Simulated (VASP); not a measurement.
# SrB3 (Fm-3m) in VASP: further runs

SrB3 is run at these levels: PBE; tasks: single point, relaxation of cell and atoms.

Everything below comes from runs of VASP 6.6.1. Logs are shortened: lines on timing, memory, paths and dates and some standing lists are left out, and cuts for length are marked.

## (1) The cell of the first run

Symmetry: Fm-3m, No. 225, cubic system. Conventional cell: a = 5.952 Å, b = 5.952 Å, c = 5.952 Å, α = 90.00°, β = 90.00°, γ = 90.00°. Sr (site symmetry m-3m) has 14 B at 2.58 to 2.98 Å within 3.4 Å. B (site symmetry m-3m) has 8 B at 2.58 Å and 6 Sr at 2.98 Å within 3.4 Å. Within 3.4 Å of B (site symmetry -43m) lie 4 Sr at 2.58 Å and 10 B at 2.58 to 2.98 Å.

## (2) Single point, PBE

Input file INCAR:

```
SYSTEM = SrB3
  PREC = Accurate
  ENCUT = 520
  EDIFF = 1E-7
  ISMEAR = 0
  SIGMA = 0.1
  LREAL = .False.
  LASPH = .True.
  NELM = 100
  ALGO = Normal
  ISIF = 2
  LWAVE = .False.
  LCHARG = .False.
  GGA = PE
  NBANDS = 18
```

Input file KPOINTS:

```
regular mesh
0
Gamma
  14 14 14
  0 0 0
```

Input file POSCAR:

```
SrB3
1.0
    0.0000000000      2.9762441180      2.9762441180
    2.9762441180      0.0000000000      2.9762441180
    2.9762441180      2.9762441180      0.0000000000
Sr B
1 3
Direct
    0.0000000000      0.0000000000      0.0000000000
    0.5000000000      0.5000000000      0.5000000000
    0.2500000000      0.2500000000      0.2500000000
    0.7500000000      0.7500000000      0.7500000000
```

Potentials or basis: VASP PAW PBE potentials, release 64 (Sr_sv, B).

Launch:

```console
$ cat potpaw_PBE.64/Sr_sv/POTCAR potpaw_PBE.64/B/POTCAR > POTCAR
$ mpirun -np 1 vasp_std > vasp.out
```

OUTCAR:

```text
SYSTEM = SrB3
   PREC = Accurate
   ENCUT = 520
   EDIFF = 1E-7
   ISMEAR = 0
   LREAL = .False.
   LASPH = .True.
   NELM = 100
   ISIF = 2
   GGA = PE

 ion  position               nearest neighbor table
   1  0.000  0.000  0.000-   4 2.58   4 2.58   3 2.58   3 2.58   4 2.58   3 2.58   4 2.58   3 2.58
                             2 2.98   2 2.98   2 2.98   2 2.98   2 2.98   2 2.98
   2  0.500  0.500  0.500-   1 2.98   1 2.98   1 2.98   1 2.98   1 2.98   1 2.98
   3  0.250  0.250  0.250-   1 2.58   1 2.58   1 2.58   1 2.58
   4  0.750  0.750  0.750-   1 2.58   1 2.58   1 2.58   1 2.58

  LATTYP: Found a face centered cubic cell.
 ALAT       =     5.9524882360

  Lattice vectors:

 A1 = (   0.0000000000,   2.9762441180,   2.9762441180)
 A2 = (   2.9762441180,   0.0000000000,   2.9762441180)
 A3 = (   2.9762441180,   2.9762441180,   0.0000000000)

Analysis of symmetry for initial positions (statically):
=====================================================================
 Subroutine PRICEL returns:
 Original cell was already a primitive cell.

 Routine SETGRP: Setting up the symmetry group for a
 face centered cubic supercell.

 Subroutine GETGRP returns: Found 48 space group operations
 (whereof 48 operations were pure point group operations)
 out of a pool of 48 trial point group operations.

The static configuration has the point symmetry O_h .

Analysis of symmetry for dynamics (positions and initial velocities):
=====================================================================
 Subroutine PRICEL returns:
 Original cell was already a primitive cell.

 Routine SETGRP: Setting up the symmetry group for a
 face centered cubic supercell.

 Subroutine GETGRP returns: Found 48 space group operations
 (whereof 48 operations were pure point group operations)
 out of a pool of 48 trial point group operations.

The dynamic configuration has the point symmetry O_h .

 Subroutine INISYM returns: Found 48 space group operations
 (whereof 48 operations are pure point group operations),
 and found     1 'primitive' translations

----------------------------------------------------------------------------------------

                                     Primitive cell

  volume of cell :      52.7273

  direct lattice vectors                    reciprocal lattice vectors
     0.000000000  2.976244118  2.976244118    -0.167996972  0.167996972  0.167996972
     2.976244118  0.000000000  2.976244118     0.167996972 -0.167996972  0.167996972
     2.976244118  2.976244118  0.000000000     0.167996972  0.167996972 -0.167996972

  length of vectors
     4.209044797  4.209044797  4.209044797     0.290979291  0.290979291  0.290979291

  position of ions in fractional coordinates (direct lattice)
     0.000000000  0.000000000  0.000000000
     0.500000000  0.500000000  0.500000000
     0.250000000  0.250000000  0.250000000
     0.750000000  0.750000000  0.750000000

  ion indices of the primitive-cell ions
   primitive index   ion index
                 1           1
                 2           2
                 3           3
                 4           4

----------------------------------------------------------------------------------------

 KPOINTS: regular mesh

Automatic generation of k-mesh.
 Grid dimensions read from file:
 generate k-points for:   14   14   14

 Generating k-lattice:

  Cartesian coordinates                     Fractional coordinates (reciprocal lattice)
    -0.011999784  0.011999784  0.011999784     0.071428571  0.000000000  0.000000000
     0.011999784 -0.011999784  0.011999784     0.000000000  0.071428571  0.000000000
     0.011999784  0.011999784 -0.011999784     0.000000000  0.000000000  0.071428571

  Length of vectors
     0.020784235  0.020784235  0.020784235

  Shift w.r.t. Gamma in fractional coordinates (k-lattice)
     0.000000000  0.000000000  0.000000000

 Subroutine IBZKPT returns following result:
 ===========================================

 Found    104 irreducible k-points:

 Following reciprocal coordinates:
            Coordinates               Weight
  0.000000  0.000000  0.000000      1.000000
  0.071429  0.000000  0.000000      8.000000
  0.142857  0.000000  0.000000      8.000000
  0.214286  0.000000  0.000000      8.000000
  0.285714  0.000000  0.000000      8.000000
  0.357143  0.000000  0.000000      8.000000
[... 16 lines left out ...]
  0.214286  0.142857  0.000000     24.000000
  0.285714  0.142857  0.000000     24.000000
 [... further k-points ...]
   k-points           NKPTS =    104   k-points in BZ     NKDIM =    104   number of bands    NBANDS=     18
   number of dos      NEDOS =    301   number of ions     NIONS =      4
   total plane-waves  NPLWV =  32768
   dimension x,y,z NGX =    32 NGY =   32 NGZ =   32
   dimension x,y,z NGXF=    64 NGYF=   64 NGZF=   64
   ions per type =               1   3
   NGX,Y,Z   is equivalent  to a cutoff of  12.64, 12.64, 12.64 a.u.
   NGXF,Y,Z  is equivalent  to a cutoff of  25.28, 25.28, 25.28 a.u.
 SYSTEM =  SrB3
   PREC   = accura    normal or accurate (medium, high low for compatibility)
   ISTART =      0    job   : 0-new  1-cont  2-samecut
   ICHARG =      2    charge: 1-file 2-atom 10-const
   ISPIN  =      1    spin polarized calculation?
   LNONCOLLINEAR =      F non collinear calculations
   LSORBIT =      F    spin-orbit coupling
   LASPH  =      T    aspherical Exc in radial PAW
   ENCUT  =  520.0 eV  38.22 Ry    6.18 a.u.   7.83  7.83  7.83*2*pi/ulx,y,z
   NELM   =    100;   NELMIN=  2; NELMDL= -5     # of ELM steps
   EDIFF  = 0.1E-06   stopping-criterion for ELM
   LREAL  =      F    real-space projection
   EDIFFG = 0.1E-05   stopping-criterion for IOM
   NSW    =      0    number of steps for IOM
   IBRION =     -1    ionic relax: 0-MD 1-quasi-New 2-CG
   NFREE  =      0    steps in history (QN), initial steepest desc. (CG)
   ISIF   =      2    stress and relaxation
   ISYM   =      2    0-nonsym 1-usesym 2-fastsym
   POTIM  = 0.5000    time-step for ionic-motion
   TEBEG  =    0.0;   TEEND  =   0.0 temperature during run
   PSTRESS=    0.0 pullay stress
   NELECT =      19.0000    total number of electrons
   NUPDOWN=      -1.0000    fix difference up-down
   EMIN   =  10.00;   EMAX   =-10.00  energy-range for DOS
   EFERMI =   0.00;   METHOD = LEGACY
   ISMEAR =     0;   SIGMA  =   0.10  broadening in eV -4-tet -1-fermi 0-gaus
   EFERMI_NEDOS =   21; number of points for ismear=-14 and -15
   IALGO  =     38    algorithm
   IMIX   =      4    mixing-type and parameters
     AMIX     =   0.40;   BMIX     =  1.00
     AMIX_MAG =   1.60;   BMIX_MAG =  1.00
  volume/ion in A,a.u.               =      13.18        88.96
  Fermi-wavevector in a.u.,A,eV,Ry     =   1.164968  2.201471 18.465166  1.357151
  Thomas-Fermi vector in A             =   2.301500
   LORBIT       =      0    0 simple, 1 ext, 2 COOP (PROOUT), +10 PAW based schemes
   GGA     = PE    functional components
   LHFCALC =     F    Hartree Fock is set to
   AEXX    =    0.0000 exact exchange contribution
   IVDW    =     0    specifies the selected vdW correction
   LEPSILON=     F    determine dielectric tensor
   LRPA    =     F    only Hartree local field effects (RPA)
 non-spin polarized calculation
 Gauss-broadening in eV      SIGMA  =   0.10
  energy-cutoff  :      520.00
  volume of cell :       52.73
 maximum number of plane-waves:      1435
   NGX = 15   NGY = 15   NGZ = 15

 number of electron      18.9999999 magnetization

 Free energy of the ion-electron system (eV)
  ---------------------------------------------------
  ext. energy  EPLUGINS =         0.00000000
  ---------------------------------------------------
  free energy    TOTEN  =       -14.45018326 eV

  energy without entropy =      -14.44201770  energy(sigma->0) =      -14.44610048

 E-fermi :   4.1817     XC(G=0): -10.7908

 val. band max:        4.1752879842   @ k =  -0.1429   0.2143   0.0714
 cond. band min:       4.1875139056   @ k =   0.4286   0.0714   0.0000
 fundamental gap:      0.0122259214
 Fermi energy:         4.1817027227

 k-point     1 :       0.0000    0.0000    0.0000
  band No.  band energies     occupation
      1     -29.4049      2.00000
      2     -11.6041      2.00000
      3     -11.6041      2.00000
      4     -11.6041      2.00000
      5      -5.8828      2.00000
      6       1.6190      2.00000
[... 10 lines left out ...]
     17       9.4347      0.00000
     18       9.4347      0.00000

 k-point     2 :       0.0714    0.0000    0.0000
  band No.  band energies     occupation
      1     -29.4032      2.00000
      2     -11.6439      2.00000
      3     -11.6078      2.00000
      4     -11.6078      2.00000
      5      -5.7890      2.00000
      6       1.0094      2.00000
[... 10 lines left out ...]
     17       9.4053      0.00000
     18       9.4053      0.00000

 k-point     3 :       0.1429    0.0000    0.0000
  band No.  band energies     occupation
      1     -29.3985      2.00000
      2     -11.7511      2.00000
      3     -11.6182      2.00000
      4     -11.6182      2.00000
      5      -5.5220      2.00000
      6       0.2661      2.00000
[... 10 lines left out ...]
     17       9.4355      0.00000
     18       9.4355      0.00000

 k-point     4 :       0.2143    0.0000    0.0000
  band No.  band energies     occupation
      1     -29.3918      2.00000
      2     -11.8962      2.00000
      3     -11.6332      2.00000
      4     -11.6332      2.00000
      5      -5.1180      2.00000
      6      -0.4398      2.00000
[... 375 lines left out ...]
      4     -11.6463      2.00000
      5      -5.4072      2.00000
      6       0.2463      2.00000
[... 10 lines left out ...]
     17       8.9087      0.00000
     18      10.2502      0.00000

 k-point    23 :       0.2143    0.1429    0.0000
  band No.  band energies     occupation
      1     -29.3914      2.00000
      2     -11.8446      2.00000
      3     -11.6668      2.00000
      4     -11.6623      2.00000
      5      -5.1127      2.00000
      6      -0.1668      2.00000
[... 10 lines left out ...]
     17       8.9557      0.00000
     18      11.0614      0.00000

 k-point    24 :       0.2857    0.1429    0.0000
  band No.  band energies     occupation
      1     -29.3848      2.00000
      2     -11.9669      2.00000
      3     -11.6863      2.00000
      4     -11.6816      2.00000
      5      -4.6995      2.00000
      6      -0.6827      2.00000
[... 10 lines left out ...]
     17       9.6819      0.00000
     18      11.9441      0.00000

 [... further k-points ...]
[... 5 lines left out ...]
  --------------------------------------------------------------------------------------
  -------------------------------------------------------------------------------------
  Total        0.1827567      0.1827567      0.1827567      0.0000000      0.0000000     -0.0000000
  in kB        5.5532630      5.5532630      5.5532630      0.0000000      0.0000000     -0.0000000
  external PRESSURE =       5.5532630 kB  Pullay stress =       0.0000000 kB

 VOLUME and BASIS-vectors are now :
 -----------------------------------------------------------------------------
  energy-cutoff  :      520.00
  volume of cell :       52.73
      direct lattice vectors                 reciprocal lattice vectors
     0.000000000  2.976244118  2.976244118    -0.167996972  0.167996972  0.167996972
     2.976244118  0.000000000  2.976244118     0.167996972 -0.167996972  0.167996972
     2.976244118  2.976244118  0.000000000     0.167996972  0.167996972 -0.167996972

 POSITION                                       TOTAL-FORCE (eV/Angst)
 -----------------------------------------------------------------------------------
      0.00000      0.00000      0.00000        -0.000000     -0.000000     -0.000000
      2.97624      2.97624      2.97624        -0.000000     -0.000000     -0.000000
      1.48812      1.48812      1.48812        -0.000000     -0.000000      0.000000
      4.46437      4.46437      4.46437         0.000000      0.000000     -0.000000
 -----------------------------------------------------------------------------------
    total drift:                                0.000000     -0.000000      0.000000

  FREE ENERGIE OF THE ION-ELECTRON SYSTEM (eV)
  ---------------------------------------------------
  free  energy   TOTEN  =       -14.4501832581 eV

  energy  without entropy=      -14.4420176983  energy(sigma->0) =      -14.44610048
```

Wall time 34 s (1 thread of Intel Xeon 6975P-C (Granite Rapids), shared host); peak memory 0.23 GiB.

Results:

* Free energy: -14.4502 eV
* Pressure: 0.6 GPa

Levels at points of the mesh, in eV from the Fermi level:
| k point | band 7 | band 8 | band 9 | band 10 | band 11 | band 12 |
| --- | --- | --- | --- | --- | --- | --- |
| (0.00, 0.00, 0.00) | -2.21 | -2.21 | -2.21 | -0.14 | -0.14 | -0.14 |
| (0.50, 0.00, 0.00) | -2.72 | -2.72 | -2.42 | 0.66 | 1.17 | 1.17 |
| (0.50, 0.50, 0.00) | -5.57 | -2.24 | -2.24 | 1.16 | 2.18 | 2.18 |

## (3) Relaxation of cell and atoms, PBE

This run uses another cell than the first one, of 13.14 Å³/atom, 0.997 times its volume.

Input file INCAR:

```
ALGO = Normal
EDIFF = 1E-7
EDIFFG = -0.01
ENCUT = 600
GGA = PE
IBRION = 2
ISIF = 3
ISMEAR = 0
LASPH = T
LCHARG = F
LREAL = F
LWAVE = F
NELM = 100
NSW = 100
PREC = Accurate
SIGMA = 0.1
```

Input file KPOINTS:

```
k-points
0
Gamma
  14 14 14
```

Input file POSCAR:

```
SrB3
1.0
    0.0000000000      2.9728367493      2.9728367493
    2.9728367493      0.0000000000      2.9728367493
    2.9728367493      2.9728367493      0.0000000000
Sr B
1 3
Direct
    0.0000000000      0.0000000000      0.0000000000
    0.5000000000      0.5000000000      0.5000000000
    0.2500000000      0.2500000000      0.2500000000
    0.7500000000      0.7500000000      0.7500000000
```

Potentials or basis: VASP PAW PBE potentials, release 64 (Sr_sv, B).

Launch:

```console
$ cat potpaw_PBE.64/Sr_sv/POTCAR potpaw_PBE.64/B/POTCAR > POTCAR
$ mpirun -np 1 vasp_std > vasp.out
```

It took 1.8 min on 1 thread of Intel Xeon 6975P-C (Granite Rapids), shared host; peak memory 0.28 GiB.

It converged, with:

| Quantity | Value |
| --- | --- |
| Free energy | -14.4519 eV |
| Relaxed volume | 13.29 Å³/atom |
| Relaxed cell | a = 4.220 Å, b = 4.220 Å, c = 4.220 Å, α = 60.00°, β = 60.00°, γ = 60.00° |
| Space group after relaxing (to 0.05 Å) | Fm-3m (No. 225) |
| Energy gained by relaxing | 0.4 meV/atom |
| Ionic steps | 3 |
| Pressure after relaxing | 0.0 GPa |

Step by step:
```tsv
step	energy change (eV)	largest force (eV/Å)	pressure (GPa)	volume (Å³)
1	0.0000	0.0000	0.79	52.55
2	-0.0014	0.0000	0.14	53.04
3	-0.0015	0.0000	0.00	53.15
```

Final structure:
```
Sr B
1.0
     0.00000    2.98420    2.98420
     2.98420    0.00000    2.98420
     2.98420    2.98420    0.00000
Sr B
1 3
Cartesian
  0.0000 0.0000 0.0000
  2.9842 2.9842 2.9842
  1.4921 1.4921 1.4921
  4.4763 4.4763 4.4763
```

Levels at points of the mesh, in eV from the Fermi level:
| k point | band 7 | band 8 | band 9 | band 10 | band 11 | band 12 |
| --- | --- | --- | --- | --- | --- | --- |
| (0.00, 0.00, 0.00) | -2.18 | -2.18 | -2.18 | -0.13 | -0.13 | -0.13 |
| (0.50, 0.00, 0.00) | -2.68 | -2.68 | -2.44 | 0.64 | 1.17 | 1.17 |
| (0.50, 0.50, 0.00) | -5.55 | -2.22 | -2.22 | 1.14 | 2.18 | 2.18 |

## (4) Single point, PBE

This run uses another cell than the first one, of 15.86 Å³/atom, 1.203 times its volume.

Input file INCAR:

```
  ALGO = Normal
  EDIFF = 1E-6
  ENCUT = 520
  GGA = PE
  ISIF = 2
  ISMEAR = 0
  LASPH = True
  LCHARG = False
  LREAL = False
  LWAVE = False
  NBANDS = 18
  NELM = 100
  PREC = Accurate
  SIGMA = 0.1
```

Input file KPOINTS:

```
k-points
0
Gamma
  6 6 6
```

Input file POSCAR:

```
SrB3
1.0
    0.0000000000      3.1653009400      3.1653009400
    3.1653009400      0.0000000000      3.1653009400
    3.1653009400      3.1653009400      0.0000000000
Sr B
1 3
Direct
    0.0000000000      0.0000000000      0.0000000000
    0.5000000000      0.5000000000      0.5000000000
    0.2500000000      0.2500000000      0.2500000000
    0.7500000000      0.7500000000      0.7500000000
```

Launch:

```console
$ cat potpaw_PBE.64/Sr_sv/POTCAR potpaw_PBE.64/B/POTCAR > POTCAR
$ mpirun -np 1 vasp_std > vasp.out
```

It took 10 s on 1 thread of Intel Xeon 6975P-C (Granite Rapids), shared host; peak memory 0.2 GiB.

It converged, with:

* Free energy: -14.0830 eV
* Pressure: -7.5 GPa

Levels at points of the mesh, in eV from the Fermi level:
```tsv
k point	band 5	band 6	band 7	band 8	band 9	band 10	band 11	band 12	band 13	band 14
(0.00, 0.00, 0.00)	-9.15	-2.98	-1.56	-1.56	-1.56	-0.90	0.16	0.16	0.16	4.15
(0.50, 0.00, 0.00)	-6.67	-6.63	-2.78	-2.00	-2.00	0.41	1.05	1.05	2.92	2.92
(0.50, 0.50, 0.00)	-6.35	-5.72	-5.20	-1.95	-1.95	0.66	2.10	2.10	3.65	3.65
```

## (5) The runs side by side

```tsv
task	cell	k mesh	cutoff (eV)	gap on the mesh (eV)	pressure (GPa)
single point	a = 4.209 Å, angles 60.0°, 4 atoms	14 × 14 × 14	520	none	0.6
relaxation of cell and atoms	relaxed from a = 4.204 Å, angles 60.0°, 4 atoms	14 × 14 × 14	600	none	0.0
single point	a = 4.476 Å, angles 60.0°, 4 atoms	6 × 6 × 6	520	none	-7.5
```

Alike in all rows: level PBE; potentials or basis VASP PAW PBE potentials, release 64 (Sr_sv, B); no spin polarisation; smearing gaussian 0.1 eV.

Absolute energies hang on the potentials; compare differences alone.
